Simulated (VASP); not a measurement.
## CaC8: single point with PBE+D3(BJ)

The system is CaC8.

```xyz
9
Lattice="0.0000 0.0000 4.3661 4.9988 0.0000 0.0000 -2.4994 4.3291 0.0000" Properties=species:S:1:pos:R:3 pbc="T T T"
Ca    2.4994    4.3291    2.1830
C     1.2579    0.7262    0.0000
C     0.0000    2.8860    4.3661
C     3.7409    0.7262    0.0000
C     2.4994    2.8766    0.0000
C     0.0000    1.4525    0.0000
C    -1.2415    3.6028    4.3661
C     2.4994    1.4430    0.0000
C     1.2415    3.6028    4.3661
```

```json
{
 "Program": "VASP 6.6.1",
 "Task": "single point",
 "Functional": "PBE",
 "Dispersion": "D3(BJ)",
 "Potentials or basis": "VASP PAW PBE potentials, release 64 (Ca_sv, C)",
 "Cutoff": "520 eV",
 "k mesh": "6 × 6 × 6",
 "Occupations": "gaussian, width 0.2 eV",
 "Spin": "no spin polarisation",
 "Dipole correction": "no",
 "Further INCAR settings": "ALGO = Normal; EDIFF = 1e-06; NBANDS = 31"
}
```

```
Pressure                   : 0.2 GPa
Largest force              : 0.044 eV/Å
Band gap on the k mesh     : zero (bands 21 and 22 overlap by 1.70 eV)
Dispersion energy per atom : -0.151 eV
```

Forces in eV/Å, atoms in the order of the input:
```
Ca   0.000  0.000  0.000
C    0.038  0.022  0.000
C    0.000  0.000  0.000
C   -0.038  0.022  0.000
C    0.000 -0.044  0.000
C    0.000  0.044  0.000
C    0.038 -0.022  0.000
C    0.000  0.000  0.000
C   -0.038 -0.022  0.000
```

Stress tensor (GPa, compression positive):
```
0.01 0.00 0.00
0.00 0.01 0.00
0.00 0.00 0.48
```

Levels at points of the mesh, in eV from the Fermi level:
| k point | band 18 | band 19 | band 20 | band 21 | band 22 | band 23 | band 24 | band 25 |
| --- | --- | --- | --- | --- | --- | --- | --- | --- |
| (0.00, 0.00, 0.00) | -4.25 | -4.25 | -3.52 | -0.30 | 0.05 | 0.05 | 0.59 | 2.44 |
| (0.50, 0.00, 0.00) | -4.11 | -4.11 | -3.85 | -1.20 | -1.20 | -0.84 | 2.29 | 3.58 |
| (0.00, 0.50, 0.00) | -6.20 | -4.97 | -3.95 | 0.44 | 1.04 | 1.20 | 2.03 | 2.99 |
| (0.50, 0.50, 0.00) | -6.19 | -4.59 | -4.52 | -0.02 | 1.10 | 2.33 | 2.71 | 3.32 |

It took 2.2 min on 1 thread of Oxide Virtual Turin-like Processor (shared host), peak memory 0.22 GiB.
